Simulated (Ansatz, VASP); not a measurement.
MgO in VASP and in Ansatz

```
Mg O
1.0
     3.38179    0.00000    0.00000
    -1.69089    2.92871    0.00000
     0.00000    0.00000    4.24071
Mg O
2 2
Direct
  0.66667 0.33333 0.75000
  0.33333 0.66667 0.25000
  0.66667 0.33333 0.25000
  0.33333 0.66667 0.75000
```

Change from the starting cell: strain -0.030 along x and y, +0.015 along z, atoms carried along.

Alike in both runs: task single point; functional PBE; k mesh 6 × 6 × 6; occupations gaussian, width 0.05 eV; no spin polarisation.

|  | VASP | Ansatz |
| --- | --- | --- |
| version | VASP 6.6.1 | Ansatz 0.2.0 |
| potentials or method | VASP PAW PBE potentials, release 64 (Mg, O), cutoff 520 eV | scalar-relativistic, plane waves, PAW |
| valence electrons in the cell | 16 | 32 |

```tsv
	VASP	Ansatz	Ansatz less VASP
gap on the k mesh at the Fermi level (eV)	3.64	3.65	+0.016
least direct gap on the mesh (eV)	3.64	3.65	+0.016
pressure (GPa)	11.5	12.0	+0.46
traceless stress, the component that is largest in VASP (GPa)	-5.82	-5.64	+0.175
```

The functional is the same, so the differences come from potentials, cutoffs and numerics. VASP's potentials hold 16 valence electrons a cell and Ansatz's 32, so a difference there can come from the potentials and not from the codes.
